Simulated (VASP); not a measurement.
# SnO2 (R-3m) in VASP: settings compared

The runs below take SnO2 through single point, relaxation of cell and atoms, with r2SCAN, revPBE.

All numbers are computed with VASP 6.6.1; they aren't measurements. Logs are shortened: lines on timing, memory, paths and dates and some standing lists are left out, and cuts for length are marked.

### Step 1. The cell of the first run

The structure is trigonal, space group R-3m (No. 166). The conventional cell has a = 3.234 Å, b = 3.234 Å, c = 14.402 Å, α = 90.00°, β = 90.00°, γ = 120.00°. Sn (site symmetry -3m) has 6 O at 2.13 Å within 2.8 Å. O (site symmetry 3m) has 3 Sn at 2.13 Å and 3 O at 2.76 Å within 2.8 Å.

### Step 2. Single point, r2SCAN, non-collinear spin, zero start, spin-orbit coupling

The input, POSCAR:

```
SnO2
1.0
    1.6170930752      0.9336291223      4.8005925840
   -1.6170930752      0.9336291223      4.8005925840
    0.0000000000     -1.8672582446      4.8005925840
Sn O
1 2
Direct
    0.5000000000      0.5000000000      0.5000000000
    0.7628300000      0.7628300000      0.7628300000
    0.2371700000      0.2371700000      0.2371700000
```

The input, INCAR.step1:

```
  PREC = Accurate
  ENCUT = 520
  ISMEAR = -1
  SIGMA = 0.05
  LREAL = F
  LASPH = T
  NELM = 150
  LNONCOLLINEAR = T
  MAGMOM = 0 0 0 0 0 0 0 0 0
  LSORBIT = T
  GGA_COMPAT = F
  NBANDS = 39
  GGA = PE
  ALGO = Normal
  EDIFF = 1E-4
  LWAVE = T
  LCHARG = F
```

The input, INCAR.step2:

```
  PREC = Accurate
  ENCUT = 520
  EDIFF = 1E-6
  ISMEAR = -1
  SIGMA = 0.05
  LREAL = F
  LASPH = T
  NELM = 150
  ALGO = Normal
  ISIF = 2
  LWAVE = F
  LCHARG = T
  LNONCOLLINEAR = T
  MAGMOM = 0 0 0 0 0 0 0 0 0
  LORBIT = 11
  LSORBIT = T
  GGA_COMPAT = F
  LORBMOM = T
  METAGGA = R2SCAN
  LMIXTAU = T
  LVHAR = T
  NBANDS = 39
  ISTART = 1
```

The input, KPOINTS:

```
Automatic mesh
0
Gamma
  7 7 7
```

Potentials or basis: VASP PAW PBE potentials, release 64 (Sn_d, O).

On the command line:

```console
$ cat potpaw_PBE.64/Sn_d/POTCAR potpaw_PBE.64/O/POTCAR > POTCAR
$ cp INCAR.step1 INCAR
$ mpirun -np 1 vasp_ncl > vasp.out
$ cp INCAR.step2 INCAR
$ mpirun -np 1 vasp_ncl > vasp.out
```

OUTCAR:

```text
PREC = Accurate
   ENCUT = 520
   EDIFF = 1E-6
   ISMEAR = -1
   LREAL = F
   LASPH = T
   NELM = 150
   ISIF = 2
   LNONCOLLINEAR = T
   LORBIT = 11
   LSORBIT = T
   METAGGA = R2SCAN
   ISTART = 1

 ion  position               nearest neighbor table
   1  0.500  0.500  0.500-   3 2.13   3 2.13   2 2.13   2 2.13   3 2.13   2 2.13
   2  0.763  0.763  0.763-   1 2.13   1 2.13   1 2.13
   3  0.237  0.237  0.237-   1 2.13   1 2.13   1 2.13

  LATTYP: Found a trigonal (rhomboedric) cell.
 ALAT       =     5.1509554948
 COS(alpha) =     0.8028828391

  Lattice vectors:

 A1 = (   1.6170930752,   0.9336291223,   4.8005925840)
 A2 = (  -1.6170930752,   0.9336291223,   4.8005925840)
 A3 = (   0.0000000000,  -1.8672582446,   4.8005925840)

Analysis of symmetry for initial positions (statically):
=====================================================================
 Subroutine PRICEL returns:
 Original cell was already a primitive cell.

 Routine SETGRP: Setting up the symmetry group for a
 trigonal (rhombohedral) supercell.

 Subroutine GETGRP returns: Found 12 space group operations
 (whereof 12 operations were pure point group operations)
 out of a pool of 12 trial point group operations.

The static configuration has the point symmetry D_3d.

Analysis of symmetry for dynamics (positions and initial velocities):
=====================================================================
 Subroutine PRICEL returns:
 Original cell was already a primitive cell.

 Routine SETGRP: Setting up the symmetry group for a
 trigonal (rhombohedral) supercell.

 Subroutine GETGRP returns: Found 12 space group operations
 (whereof 12 operations were pure point group operations)
 out of a pool of 12 trial point group operations.

The dynamic configuration has the point symmetry D_3d.

Analysis of structural, dynamic, and magnetic symmetry:
=====================================================================
 Subroutine PRICEL returns:
 Original cell was already a primitive cell.

 Routine SETGRP: Setting up the symmetry group for a
 trigonal (rhombohedral) supercell.

 Subroutine GETGRP returns: Found 12 space group operations
 (whereof 12 operations were pure point group operations)
 out of a pool of 12 trial point group operations.

The overall configuration has the point symmetry D_3d.

 Subroutine INISYM returns: Found 12 space group operations
 (whereof 12 operations are pure point group operations),
 and found     1 'primitive' translations

----------------------------------------------------------------------------------------

                                     Primitive cell

  volume of cell :      43.4866

  direct lattice vectors                    reciprocal lattice vectors
     1.617093075  0.933629122  4.800592584     0.309196797  0.178514854  0.069435872
    -1.617093075  0.933629122  4.800592584    -0.309196797  0.178514854  0.069435872
     0.000000000 -1.867258245  4.800592584     0.000000000 -0.357029708  0.069435872

  length of vectors
     5.150955495  5.150955495  5.150955495     0.363719058  0.363719058  0.363719058

  position of ions in fractional coordinates (direct lattice)
     0.500000000  0.500000000  0.500000000
     0.762830000  0.762830000  0.762830000
     0.237170000  0.237170000  0.237170000

  ion indices of the primitive-cell ions
   primitive index   ion index
                 1           1
                 2           2
                 3           3

----------------------------------------------------------------------------------------

 KPOINTS: Automatic mesh

Automatic generation of k-mesh.
 Grid dimensions read from file:
 generate k-points for:    7    7    7

 Generating k-lattice:

  Cartesian coordinates                     Fractional coordinates (reciprocal lattice)
     0.044170971  0.025502122  0.009919410     0.142857143 -0.000000000 -0.000000000
    -0.044170971  0.025502122  0.009919410    -0.000000000  0.142857143 -0.000000000
     0.000000000 -0.051004244  0.009919410    -0.000000000 -0.000000000  0.142857143

  Length of vectors
     0.051959865  0.051959865  0.051959865

  Shift w.r.t. Gamma in fractional coordinates (k-lattice)
     0.000000000  0.000000000  0.000000000

 Subroutine IBZKPT returns following result:
 ===========================================

 Found     44 irreducible k-points:

 Following reciprocal coordinates:
            Coordinates               Weight
  0.000000  0.000000  0.000000      1.000000
  0.142857  0.000000  0.000000      6.000000
  0.285714  0.000000  0.000000      6.000000
  0.428571 -0.000000  0.000000      6.000000
[... 49 lines left out ...]
   PSTRESS=    0.0 pullay stress
   NELECT =      26.0000    total number of electrons
   NUPDOWN=      -1.0000    fix difference up-down
   EMIN   =  10.00;   EMAX   =-10.00  energy-range for DOS
   EFERMI =   0.00;   METHOD = LEGACY
   ISMEAR =    -1;   SIGMA  =   0.05  broadening in eV -4-tet -1-fermi 0-gaus
   EFERMI_NEDOS =   21; number of points for ismear=-14 and -15
   IALGO  =     38    algorithm
   IMIX   =      4    mixing-type and parameters
     AMIX     =   0.40;   BMIX     =  1.00
     AMIX_MAG =   1.60;   BMIX_MAG =  1.00
  volume/ion in A,a.u.               =      14.50        97.82
  Fermi-wavevector in a.u.,A,eV,Ry     =   1.379158  2.606231 25.879336  1.902078
  Thomas-Fermi vector in A             =   2.504154
   LORBIT       =     11    0 simple, 1 ext, 2 COOP (PROOUT), +10 PAW based schemes
   METAGGA = R2SCAN    functional components
   LHFCALC =     F    Hartree Fock is set to
   AEXX    =    0.0000 exact exchange contribution
   IVDW    =     0    specifies the selected vdW correction
   LEPSILON=     F    determine dielectric tensor
   LRPA    =     F    only Hartree local field effects (RPA)
  energy-cutoff  :      520.00
  volume of cell :       43.49
 maximum number of plane-waves:      2374
 NGX is ok and might be reduce to    40
   NGX = 19   NGY = 19   NGZ = 19

 number of electron      26.0000004 magnetization       0.0000000     -0.0000000      0.0000000

 number of electron      26.0000004 magnetization       0.0000000     -0.0000000     -0.0000000

 number of electron      26.0000004 magnetization      -0.0000000     -0.0000000     -0.0000000

 Free energy of the ion-electron system (eV)
  ---------------------------------------------------
  ext. energy  EPLUGINS =         0.00000000
  ---------------------------------------------------
  free energy    TOTEN  =       -41.65798409 eV

  energy without entropy =      -41.65798409  energy(sigma->0) =      -41.65798409

 E-fermi :   4.0017     XC(G=0): -10.6938

 val. band max:        2.8707807281   @ k =  -0.1429   0.1429   0.0000
 cond. band min:       5.3076506241   @ k =   0.0000   0.0000   0.0000
 fundamental gap:      2.4368698961
 Fermi energy:         4.0017483641

 k-point     1 :       0.0000    0.0000    0.0000
  band No.  band energies     occupation
      1     -18.0679      1.00000
      2     -18.0679      1.00000
      3     -18.0049      1.00000
      4     -18.0049      1.00000
      5     -17.1714      1.00000
      6     -17.1714      1.00000
[... 973 lines left out ...]
     37      16.9752      0.00000
     38      16.9752      0.00000

 [... further k-points ...]

 [bands above 38 left out]

------------------------ aborting loop because EDIFF is reached ----------------------------------------

  FORCE on cell =-STRESS in cart. coord.  units (eV):
  Direction    XX          YY          ZZ          XY          YZ          ZX
  --------------------------------------------------------------------------------------
  -------------------------------------------------------------------------------------
  Total       -1.7772116     -1.7772116     -1.5604891      0.0000000      0.0000000     -0.0000000
  in kB      -65.4778220    -65.4778220    -57.4931106      0.0000000      0.0000000     -0.0000000
  external PRESSURE =     -62.8162516 kB  Pullay stress =       0.0000000 kB

 VOLUME and BASIS-vectors are now :
 -----------------------------------------------------------------------------
  energy-cutoff  :      520.00
  volume of cell :       43.49
      direct lattice vectors                 reciprocal lattice vectors
     1.617093075  0.933629122  4.800592584     0.309196797  0.178514854  0.069435872
    -1.617093075  0.933629122  4.800592584    -0.309196797  0.178514854  0.069435872
     0.000000000 -1.867258245  4.800592584     0.000000000 -0.357029708  0.069435872

 POSITION                                       TOTAL-FORCE (eV/Angst)
 -----------------------------------------------------------------------------------
      0.00000      0.00000      7.20089         0.000000     -0.000000     -0.000000
      0.00000      0.00000     10.98611         0.000000      0.000000      0.553574
      0.00000      0.00000      3.41567         0.000000     -0.000000     -0.553574
 -----------------------------------------------------------------------------------
    total drift:                                0.000000      0.000000      0.000000

  FREE ENERGIE OF THE ION-ELECTRON SYSTEM (eV)
  ---------------------------------------------------
  free  energy   TOTEN  =       -41.6579840939 eV

  energy  without entropy=      -41.6579840939  energy(sigma->0) =      -41.65798409

 orbital moment (x)

 # of ion     p       d       tot
 ----------------------------------------
  1         0.000  -0.000  -0.000
  2        -0.000   0.000  -0.000
  3        -0.000   0.000  -0.000
 ----------------------------------------
           -0.000  -0.000  -0.000

 orbital moment (y)

 # of ion     p       d       tot
 ----------------------------------------
  1         0.000   0.000   0.000
  2         0.000   0.000   0.000
  3        -0.000   0.000  -0.000
 ----------------------------------------
           -0.000   0.000  -0.000

 orbital moment (z)

 # of ion     p       d       tot
 ----------------------------------------
  1         0.000   0.000   0.000
  2         0.000   0.000   0.000
  3         0.000   0.000   0.000
 ----------------------------------------
            0.000   0.000   0.000

 Spin-Orbit-Coupling matrix elements

 Ion:    1  E_soc:     -0.0692774
 l=   1
     0.0000000    -0.0059001    -0.0061876
    -0.0059001     0.0000000    -0.0059001
    -0.0061876    -0.0059001     0.0000000
 l=   2
     0.0000000    -0.0011004     0.0000000    -0.0011004    -0.0044149
    -0.0011004     0.0000000    -0.0033703    -0.0010938    -0.0011004
     0.0000000    -0.0033703     0.0000000    -0.0033703     0.0000000
    -0.0011004    -0.0010938    -0.0033703     0.0000000    -0.0011004
    -0.0044149    -0.0011004     0.0000000    -0.0011004     0.0000000
 l=   3
     0.0000000     0.0000000     0.0000000     0.0000000     0.0000000     0.0000000     0.0000000
     0.0000000     0.0000000     0.0000000     0.0000000     0.0000000     0.0000000     0.0000000
     0.0000000     0.0000000     0.0000000     0.0000000     0.0000000     0.0000000     0.0000000
     0.0000000     0.0000000     0.0000000     0.0000000     0.0000000     0.0000000     0.0000000
[... 29 lines left out ...]
 l=   2
     0.0000000     0.0000000     0.0000000     0.0000000     0.0000000
     0.0000000     0.0000000     0.0000000     0.0000000     0.0000000
     0.0000000     0.0000000     0.0000000     0.0000000     0.0000000
     0.0000000     0.0000000     0.0000000     0.0000000     0.0000000
     0.0000000     0.0000000     0.0000000     0.0000000     0.0000000
 l=   3
     0.0000000     0.0000000     0.0000000     0.0000000     0.0000000     0.0000000     0.0000000
     0.0000000     0.0000000     0.0000000     0.0000000     0.0000000     0.0000000     0.0000000
     0.0000000     0.0000000     0.0000000     0.0000000     0.0000000     0.0000000     0.0000000
     0.0000000     0.0000000     0.0000000     0.0000000     0.0000000     0.0000000     0.0000000
     0.0000000     0.0000000     0.0000000     0.0000000     0.0000000     0.0000000     0.0000000
     0.0000000     0.0000000     0.0000000     0.0000000     0.0000000     0.0000000     0.0000000
     0.0000000     0.0000000     0.0000000     0.0000000     0.0000000     0.0000000     0.0000000

 total charge

# of ion       s       p       d       tot
------------------------------------------
    1        0.868   1.042  10.305  12.215
    2        1.577   3.445   0.000   5.022
    3        1.577   3.445   0.000   5.022
--------------------------------------------------
tot          4.023   7.931  10.305  22.259

 magnetization (x)

# of ion       s       p       d       tot
------------------------------------------
    1        0.000  -0.000  -0.000   0.000
    2        0.000  -0.000   0.000  -0.000
    3        0.000  -0.000   0.000  -0.000
--------------------------------------------------
tot          0.000  -0.000  -0.000  -0.000

 magnetization (y)

# of ion       s       p       d       tot
------------------------------------------
    1        0.000   0.000   0.000   0.000
    2        0.000   0.000   0.000   0.000
    3        0.000   0.000   0.000   0.000
--------------------------------------------------
tot          0.000   0.000   0.000   0.000

 magnetization (z)

# of ion       s       p       d       tot
------------------------------------------
    1        0.000   0.000   0.000   0.000
    2        0.000   0.000   0.000   0.000
    3        0.000   0.000   0.000   0.000
--------------------------------------------------
tot          0.000   0.000   0.000   0.000
```

It took 16 min on 1 thread of Intel Xeon 6975P-C (Granite Rapids), shared host; peak memory 0.62 GiB.

What came out:

```
Free energy                                           : -41.6580 eV
Pressure                                              : -6.3 GPa
Largest force                                         : 0.554 eV/Å
Net moment                                            : 0.00 μB per cell
Valence electrons inside the program's atomic spheres : Sn 12.21; O 5.02
```

Forces on the atoms (eV/Å):
```
Sn   0.000  0.000  0.000
O    0.000  0.000  0.554
O    0.000  0.000 -0.554
```

Moments on the atoms (μB; x, y, z):
```
Sn  0.00 0.00 0.00
O   0.00 0.00 0.00
O   0.00 0.00 0.00
```

Caveat: the cell stands under tension; the PAW data sets were made with another functional, which shifts forces and pressure a little.

### Step 3. Relaxation of cell and atoms, revPBE

The input, INCAR:

```
SYSTEM = SnO2
PREC     = Accurate       ! precision mode
ENCUT    = 600            ! plane-wave cutoff, eV
EDIFF    = 1E-6           ! SCF threshold, eV
ISMEAR   = -1             ! smearing method
SIGMA    = 0.05           ! smearing width, eV
LREAL    = .FALSE.        ! projectors in reciprocal space
LASPH    = .TRUE.         ! aspherical terms in the spheres
NELM     = 100            ! most SCF steps
ALGO     = Normal         ! electronic algorithm
ISIF     = 3              ! what is computed and relaxed
LWAVE    = .FALSE.        ! write WAVECAR
LCHARG   = .FALSE.        ! write CHGCAR
GGA      = RE             ! functional
IBRION   = 2              ! ionic algorithm
NSW      = 60             ! ionic steps
EDIFFG   = -0.01          ! ionic threshold
```

The input, KPOINTS:

```
regular mesh
0
G
  10 10 10
  0 0 0
```

POSCAR is that of step 2.

Potentials or basis: VASP PAW PBE potentials, release 64 (Sn_d, O).

On the command line:

```console
$ cat potpaw_PBE.64/Sn_d/POTCAR potpaw_PBE.64/O/POTCAR > POTCAR
$ mpirun -np 1 vasp_std > vasp.out
```

Run time: 45 min. Hardware: 1 thread of Intel Xeon 8259CL, shared host; peak memory 0.35 GiB.

It converged, with:

| Item | Value |
| --- | --- |
| Free energy | -17.2789 eV |
| Relaxed volume | 16.65 Å³/atom |
| Relaxed cell | a = 5.778 Å, b = 5.778 Å, c = 5.778 Å, α = 32.65°, β = 32.65°, γ = 32.65° |
| Space group after relaxing (to 0.1 Å) | R-3m (No. 166) |
| Energy gained by relaxing | 8.2 meV/atom |
| Ionic steps | 16 |
| Pressure after relaxing | 0.0 GPa |
| Band gap on the k mesh | 2.22 eV (least direct gap 2.53 eV) |

The path:
```tsv
step	energy change (eV)	largest force (eV/Å)	pressure (GPa)	volume (Å³)
1	0.0000	0.0377	2.19	43.49
2	0.0004	0.2598	-1.96	44.75
3	-0.0043	0.1111	0.08	44.09
4	-0.0054	0.0832	0.10	44.23
5	-0.0076	0.0003	0.17	44.63
6	-0.0068	0.1679	0.26	45.45
7	-0.0081	0.0725	0.20	44.97
8	-0.0088	0.0693	0.18	45.08
9	-0.0108	0.0613	0.08	45.41
10	-0.0143	0.0465	-0.06	46.08
11	-0.0195	0.0225	-0.22	47.40
12	-0.0243	0.0005	-0.35	50.04
13	-0.0224	0.1018	1.30	49.57
14	-0.0245	0.0253	0.06	49.92
15	-0.0245	0.0126	-0.02	49.95
16	-0.0246	0.0007	0.04	49.94
```

Final structure:
```xyz
3
Lattice="1.6241 0.9377 5.4655 -1.6241 0.9377 5.4655 0.0000 -1.8753 5.4655" Properties=species:S:1:pos:R:3 pbc="T T T"
Sn    0.0000    0.0000    8.1983
O     0.0000    0.0000   12.6454
O     0.0000    0.0000    3.7511
```

Levels at points of the mesh, in eV from the valence-band top:
| k point | band 10 | band 11 | band 12 | band 13 | band 14 | band 15 | band 16 | band 17 |
| --- | --- | --- | --- | --- | --- | --- | --- | --- |
| (0.00, 0.00, 0.00) | -1.18 | -0.79 | -0.79 | -0.31 | 2.22 | 5.82 | 10.32 | 11.12 |
| (0.50, 0.00, 0.00) | -2.83 | -1.22 | -0.45 | -0.27 | 5.26 | 7.59 | 10.17 | 12.26 |
| (0.50, 0.50, 0.00) | -2.85 | -1.13 | -0.42 | -0.08 | 5.16 | 7.14 | 10.58 | 11.44 |
| (0.50, 0.50, 0.50) | -1.19 | -0.80 | -0.78 | -0.78 | 2.85 | 5.65 | 10.50 | 11.17 |

Caveat: the PAW data sets were made with another functional, which shifts forces and pressure a little; spin-orbit coupling is left out, which moves the levels of the heavy elements. A k mesh can miss the band edges.
